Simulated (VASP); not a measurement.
Set up this calculation in VASP 6.6.1, as the native input.

* Task: relaxation of cell and atoms
* Functional: r2SCAN
* Potentials or basis: VASP PAW PBE potentials, release 64 (Na_pv, Cl)
* Cutoff: 600 eV
* k mesh: 8 × 8 × 8
* Occupations: fermi-dirac, width 0.02 eV
* Spin: no spin polarisation
* Dipole correction: no
* Further INCAR settings: ALGO = Normal; EDIFF = 1e-06; IBRION = 2; EDIFFG = -0.005; NSW = 80; ISIF = 3

Crystal: NaCl.

```
Na Cl
1.0
     0.00000    2.84758    2.84758
     2.84758    0.00000    2.84758
     2.84758    2.84758    0.00000
Na Cl
1 1
Direct
  0.00000 0.00000 0.00000
  0.50000 0.50000 0.50000
```

One way to write it, as run:

POSCAR

```
NaCl
1.0
    0.0000000000      2.8475812638      2.8475812638
    2.8475812638      0.0000000000      2.8475812638
    2.8475812638      2.8475812638      0.0000000000
Na Cl
1 1
Direct
    0.0000000000      0.0000000000      0.0000000000
    0.5000000000      0.5000000000      0.5000000000
```

INCAR.step1

```
SYSTEM = NaCl
PREC = Accurate
ENCUT = 600
ISMEAR = -1
SIGMA = 0.02
LREAL = .FALSE.
LASPH = .TRUE.
NELM = 100
GGA = PE
ALGO = Normal
EDIFF = 1E-4
LWAVE = .TRUE.
LCHARG = .FALSE.
```

INCAR.step2

```
SYSTEM = NaCl
PREC = Accurate
ENCUT = 600
EDIFF = 1E-6
ISMEAR = -1
SIGMA = 0.02
LREAL = .FALSE.
LASPH = .TRUE.
NELM = 100
ALGO = Normal
ISIF = 3
LWAVE = .FALSE.
LCHARG = .FALSE.
METAGGA = R2SCAN
LMIXTAU = .TRUE.
IBRION = 2
NSW = 80
EDIFFG = -0.005
ISTART = 1
```

KPOINTS

```
Automatic mesh
0
G
  8 8 8
  0 0 0
```

Potentials or basis: VASP PAW PBE potentials, release 64 (Na_pv, Cl).

Command:

```bash
$ cat potpaw_PBE.64/Na_pv/POTCAR potpaw_PBE.64/Cl/POTCAR > POTCAR
$ cp INCAR.step1 INCAR
$ mpirun -np 1 vasp_std > vasp.out
$ cp INCAR.step2 INCAR
$ mpirun -np 1 vasp_std > vasp.out
```

It gave:

| Item | Value |
| --- | --- |
| Relaxed volume | 21.87 Å³/atom |
| Relaxed cell | a = 3.955 Å, b = 3.955 Å, c = 3.955 Å, α = 60.00°, β = 60.00°, γ = 60.00° |
| Space group after relaxing (to 0.05 Å) | Fm-3m (No. 225) |
| Energy gained by relaxing | 5.7 meV/atom |
| Ionic steps | 5 |
| Pressure after relaxing | 0.0 GPa |
| Band gap on the k mesh | 6.03 eV, direct |

Caveat: the PAW data sets were made with another functional, which shifts forces and pressure a little.

Run time: 2.5 min on 1 thread of Intel(R) Xeon(R) Platinum 8259CL CPU @ 2.50GHz (Skylake/Cascade Lake), on a shared host, peak memory 0.19 GiB.
